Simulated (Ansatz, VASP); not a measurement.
ZnAu in VASP and in Ansatz

```
CELL_PARAMETERS angstrom
3.14700 0.00000 0.00000
0.00000 3.14700 0.00000
0.00000 0.00000 3.14700
ATOMIC_POSITIONS crystal
Zn 0.36098 0.50000 0.50000
Au 0.00000 0.00000 0.00000
```

Change from the starting cell: all Zn atoms moved +0.438 Å, as atom 1 towards its neighbour atom 1 (Zn) at 3.147 Å.

Alike in both runs: task single point; functional PBE; k mesh 16 × 16 × 16; occupations gaussian, width 0.15 eV; no spin polarisation.

|  | VASP | Ansatz |
| --- | --- | --- |
| version | VASP 6.6.1 | Ansatz 0.2.0 |
| potentials or method | VASP PAW PBE potentials, release 64 (Zn, Au), cutoff 500 eV | scalar-relativistic, plane waves, PAW |
| valence electrons in the cell | 23 | 31 |

```tsv
	VASP	Ansatz	Ansatz less VASP
gap on the k mesh at the Fermi level (eV)	none	none	-
pressure (GPa)	14.6	14.3	-0.23
traceless stress, the component that is largest in VASP (GPa)	-6.61	-6.52	+0.091
rms of the force components (eV/Å)	0.955	0.939	-0.0154
```

Atom by atom the forces differ by 0.015 eV/Å (rms over components). A gap of «none» marks a metal or a gap that the smearing closes. With one functional, cell and mesh, what is left measures potentials, basis and numerics. VASP's potentials hold 23 valence electrons a cell and Ansatz's 31, so a difference there can come from the potentials and not from the codes.

Spin-orbit coupling is off throughout.
